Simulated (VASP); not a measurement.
**La: single point with PBE**

Crystal: La.

```xyz
1
Lattice="-2.1363 2.1363 2.1363 2.1363 -2.1363 2.1363 2.1363 2.1363 -2.1363" Properties=species:S:1:pos:R:3 pbc="T T T"
La    0.0000    0.0000    0.0000
```

| Item | Value |
| --- | --- |
| Program | VASP 6.6.1 |
| Task | single point |
| Functional | PBE |
| Potentials or basis | VASP PAW PBE potentials, release 64 (La) |
| Cutoff | 500 eV |
| k mesh | 6 × 6 × 6 |
| Occupations | gaussian, width 0.05 eV |
| Spin | no spin polarisation |
| Dipole correction | no |
| Further INCAR settings | ALGO = Normal; EDIFF = 1e-06; NBANDS = 12 |

The pressure is -0.1 GPa.

Levels at points of the mesh, in eV from the Fermi level:
```csv
k point,band 1,band 2,band 3,band 4,band 5,band 6,band 7,band 8,band 9,band 10
"(0.00, 0.00, 0.00)",-32.96,-16.03,-16.03,-16.03,-3.19,1.44,1.44,1.44,1.45,1.45
"(0.50, 0.00, 0.00)",-32.79,-17.22,-16.40,-16.04,-1.72,-0.13,1.44,1.49,1.74,1.97
"(0.50, 0.50, 0.50)",-32.67,-16.84,-16.84,-16.84,-1.73,-1.73,1.56,1.70,1.70,1.70
```

Run time: 6.8 s on 1 thread of Intel(R) Xeon(R) 6975P-C (Granite Rapids), with other jobs on the host, peak memory 0.16 GiB.

Caveat: spin-orbit coupling is left out, which moves the levels of the heavy elements.
